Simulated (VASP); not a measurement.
# Co (P6_3/mmc) in VASP: notebook, part 2 of 2

VASP 6.6.1.

### Step 3. Single point, PBEsol, collinear spin, ferromagnetic start

File INCAR:

```
SYSTEM = Co
  PREC = Accurate
  ENCUT = 520
  EDIFF = 1E-7
  ISMEAR = -1
  SIGMA = 0.08
  LREAL = .FALSE.
  LASPH = .TRUE.
  NELM = 150
  ALGO = Normal
  ISIF = 2
  LWAVE = .FALSE.
  LCHARG = .TRUE.
  ISPIN = 2
  MAGMOM = 1.7 1.7
  LORBIT = 11
  LMAXMIX = 4
  GGA = PS
  LELF = .TRUE.
  LVHAR = .TRUE.
  NBANDS = 20
```

File KPOINTS:

```
Automatic mesh
0
G
  18 18 10
  0 0 0
```

File POSCAR:

```
Co
1.0
    2.4791437225      0.0000000000      0.0000000000
   -1.2395718613      2.1470014433      0.0000000000
    0.0000000000      0.0000000000      4.0111604161
Co
2
Direct
    0.3333333333      0.6666666667      0.2500000000
    0.6666666667      0.3333333333      0.7500000000
```

Potentials or basis: VASP PAW PBE potentials, release 64 (Co).

Started as:

```
> cat potpaw_PBE.64/Co/POTCAR > POTCAR
> mpirun -np 1 vasp_std > vasp.out
```

OUTCAR:

```text
SYSTEM = Co
   PREC = Accurate
   ENCUT = 520
   EDIFF = 1E-7
   ISMEAR = -1
   LREAL = .FALSE.
   LASPH = .TRUE.
   NELM = 150
   ISIF = 2
   ISPIN = 2
   LORBIT = 11
   GGA = PS

 ion  position               nearest neighbor table
   1  0.333  0.667  0.250-   2 2.46   2 2.46   2 2.46   2 2.46   2 2.46   2 2.46
   2  0.667  0.333  0.750-   1 2.46   1 2.46   1 2.46   1 2.46   1 2.46   1 2.46

  LATTYP: Found a hexagonal cell.
 ALAT       =     2.4791437225
 C/A-ratio  =     1.6179620325

  Lattice vectors:

 A1 = (   2.4791437225,   0.0000000000,   0.0000000000)
 A2 = (  -1.2395718613,   2.1470014433,   0.0000000000)
 A3 = (   0.0000000000,   0.0000000000,   4.0111604161)

Analysis of symmetry for initial positions (statically):
=====================================================================
 Subroutine PRICEL returns:
 Original cell was already a primitive cell.

 Routine SETGRP: Setting up the symmetry group for a
 hexagonal supercell.

 Subroutine GETGRP returns: Found 24 space group operations
 (whereof 12 operations were pure point group operations)
 out of a pool of 24 trial point group operations.

The static configuration has the point symmetry D_3d.
 The point group associated with its full space group is D_6h.

Analysis of symmetry for dynamics (positions and initial velocities):
=====================================================================
 Subroutine PRICEL returns:
 Original cell was already a primitive cell.

 Routine SETGRP: Setting up the symmetry group for a
 hexagonal supercell.

 Subroutine GETGRP returns: Found 24 space group operations
 (whereof 12 operations were pure point group operations)
 out of a pool of 24 trial point group operations.

The dynamic configuration has the point symmetry D_3d.
 The point group associated with its full space group is D_6h.

Analysis of structural, dynamic, and magnetic symmetry:
=====================================================================
 Subroutine PRICEL returns:
 Original cell was already a primitive cell.

 Routine SETGRP: Setting up the symmetry group for a
 hexagonal supercell.

 Subroutine GETGRP returns: Found 24 space group operations
 (whereof 12 operations were pure point group operations)
 out of a pool of 24 trial point group operations.

The overall configuration has the point symmetry D_3d.
 The point group associated with its full space group is D_6h.

 Subroutine INISYM returns: Found 24 space group operations
 (whereof 12 operations are pure point group operations),
 and found     1 'primitive' translations

----------------------------------------------------------------------------------------

                                     Primitive cell

  volume of cell :      21.3503

  direct lattice vectors                    reciprocal lattice vectors
     2.479143722  0.000000000  0.000000000     0.403365078  0.232882936  0.000000000
    -1.239571861  2.147001443  0.000000000     0.000000000  0.465765872  0.000000000
     0.000000000  0.000000000  4.011160416     0.000000000  0.000000000  0.249304415

  length of vectors
     2.479143722  2.479143723  4.011160416     0.465765872  0.465765872  0.249304415

[... 70 lines left out ...]
 SYSTEM =  Co
   PREC   = accura    normal or accurate (medium, high low for compatibility)
   ISTART =      0    job   : 0-new  1-cont  2-samecut
   ICHARG =      2    charge: 1-file 2-atom 10-const
   ISPIN  =      2    spin polarized calculation?
   LNONCOLLINEAR =      F non collinear calculations
   LSORBIT =      F    spin-orbit coupling
   LASPH  =      T    aspherical Exc in radial PAW
   ENCUT  =  520.0 eV  38.22 Ry    6.18 a.u.   4.61  4.61  7.46*2*pi/ulx,y,z
   NELM   =    150;   NELMIN=  2; NELMDL= -5     # of ELM steps
   EDIFF  = 0.1E-06   stopping-criterion for ELM
   LREAL  =      F    real-space projection
   EDIFFG = 0.1E-05   stopping-criterion for IOM
   NSW    =      0    number of steps for IOM
   IBRION =     -1    ionic relax: 0-MD 1-quasi-New 2-CG
   NFREE  =      0    steps in history (QN), initial steepest desc. (CG)
   ISIF   =      2    stress and relaxation
   ISYM   =      2    0-nonsym 1-usesym 2-fastsym
   POTIM  = 0.5000    time-step for ionic-motion
   TEBEG  =    0.0;   TEEND  =   0.0 temperature during run
   PSTRESS=    0.0 pullay stress
   NELECT =      18.0000    total number of electrons
   NUPDOWN=      -1.0000    fix difference up-down
   EMIN   =  10.00;   EMAX   =-10.00  energy-range for DOS
   EFERMI =   0.00;   METHOD = LEGACY
   ISMEAR =    -1;   SIGMA  =   0.08  broadening in eV -4-tet -1-fermi 0-gaus
   EFERMI_NEDOS =   21; number of points for ismear=-14 and -15
   IALGO  =     38    algorithm
   IMIX   =      4    mixing-type and parameters
     AMIX     =   0.40;   BMIX     =  1.00
     AMIX_MAG =   1.60;   BMIX_MAG =  1.00
  volume/ion in A,a.u.               =      10.68        72.04
  Fermi-wavevector in a.u.,A,eV,Ry     =   1.546551  2.922558 32.542696  2.391821
  Thomas-Fermi vector in A             =   2.651771
   LORBIT       =     11    0 simple, 1 ext, 2 COOP (PROOUT), +10 PAW based schemes
   GGA     = PS    functional components
   LHFCALC =     F    Hartree Fock is set to
   AEXX    =    0.0000 exact exchange contribution
   IVDW    =     0    specifies the selected vdW correction
   LEPSILON=     F    determine dielectric tensor
   LRPA    =     F    only Hartree local field effects (RPA)
 spin polarized calculation
  energy-cutoff  :      520.00
  volume of cell :       21.35
 maximum number of plane-waves:       586
   NGX =  9   NGY =  9   NGZ = 15

 number of electron      17.9999994 magnetization       3.1668929

 Free energy of the ion-electron system (eV)
  ---------------------------------------------------
  ext. energy  EPLUGINS =         0.00000000
  ---------------------------------------------------
  free energy    TOTEN  =       -15.47608135 eV

  energy without entropy =      -15.43917009  energy(sigma->0) =      -15.45762572

 E-fermi :  10.2991     XC(G=0): -13.6746

 val. band max:       10.2946427882   @ k =   0.1111   0.0556   0.2000
 cond. band min:      10.3038660845   @ k =   0.2222   0.1667   0.4000
 fundamental gap:      0.0092232963
 Fermi energy:        10.2990648964

 spin component 1

 k-point     1 :       0.0000    0.0000    0.0000
  band No.  band energies     occupation
      1       1.2345      1.00000
      2       5.0841      1.00000
      3       7.6897      1.00000
      4       7.7156      1.00000
      5       7.7156      1.00000
      6       8.0378      1.00000
[... 541 lines left out ...]
     19      33.0399      0.00000
     20      35.4238      0.00000

 [... further k-points ...]

 spin component 2

 k-point     1 :       0.0000    0.0000    0.0000
  band No.  band energies     occupation
      1       1.2930      1.00000
      2       6.0223      1.00000
      3       9.2784      1.00000
      4       9.3069      1.00000
      5       9.3069      1.00000
      6       9.6814      0.99956
[... 541 lines left out ...]
     19      33.3831      0.00000
     20      35.8229      0.00000

 [... further k-points ...]

------------------------ aborting loop because EDIFF is reached ----------------------------------------

  FORCE on cell =-STRESS in cart. coord.  units (eV):
  Direction    XX          YY          ZZ          XY          YZ          ZX
  --------------------------------------------------------------------------------------
  -------------------------------------------------------------------------------------
  Total       -0.9692213     -0.9692213     -0.9864273      0.0000000      0.0000000      0.0000000
  in kB      -72.7326583    -72.7326583    -74.0238338      0.0000000      0.0000000      0.0000000
  external PRESSURE =     -73.1630501 kB  Pullay stress =       0.0000000 kB

 VOLUME and BASIS-vectors are now :
 -----------------------------------------------------------------------------
  energy-cutoff  :      520.00
  volume of cell :       21.35
      direct lattice vectors                 reciprocal lattice vectors
     2.479143722  0.000000000  0.000000000     0.403365078  0.232882936  0.000000000
    -1.239571861  2.147001443  0.000000000     0.000000000  0.465765872  0.000000000
     0.000000000  0.000000000  4.011160416     0.000000000  0.000000000  0.249304415

 POSITION                                       TOTAL-FORCE (eV/Angst)
 -----------------------------------------------------------------------------------
     -0.00000      1.43133      1.00279         0.000000     -0.000000      0.000000
      1.23957      0.71567      3.00837        -0.000000      0.000000      0.000000
 -----------------------------------------------------------------------------------
    total drift:                                0.000000     -0.000000     -0.000000

  FREE ENERGIE OF THE ION-ELECTRON SYSTEM (eV)
  ---------------------------------------------------
  free  energy   TOTEN  =       -15.4760813458 eV

  energy  without entropy=      -15.4391700896  energy(sigma->0) =      -15.45762572

 total charge

# of ion       s       p       d       tot
------------------------------------------
    1        0.495   0.538   7.269   8.303
    2        0.495   0.538   7.269   8.303
--------------------------------------------------
tot          0.991   1.077  14.539  16.606

 magnetization (x)

# of ion       s       p       d       tot
------------------------------------------
    1       -0.015  -0.052   1.663   1.596
    2       -0.015  -0.052   1.663   1.596
--------------------------------------------------
tot         -0.030  -0.103   3.326   3.192
```

Run time: 7.7 min. Hardware: 1 thread of AMD EPYC 7R13, shared host; peak memory 0.21 GiB.

Results:

```
Free energy                                           : -15.4761 eV
Pressure                                              : -7.3 GPa
Net moment                                            : 3.17 μB per cell
Site moments                                          : Co +1.60 μB
Valence electrons inside the program's atomic spheres : Co 8.30
```

Caveat: the PAW data sets were made with another functional, which shifts forces and pressure a little.
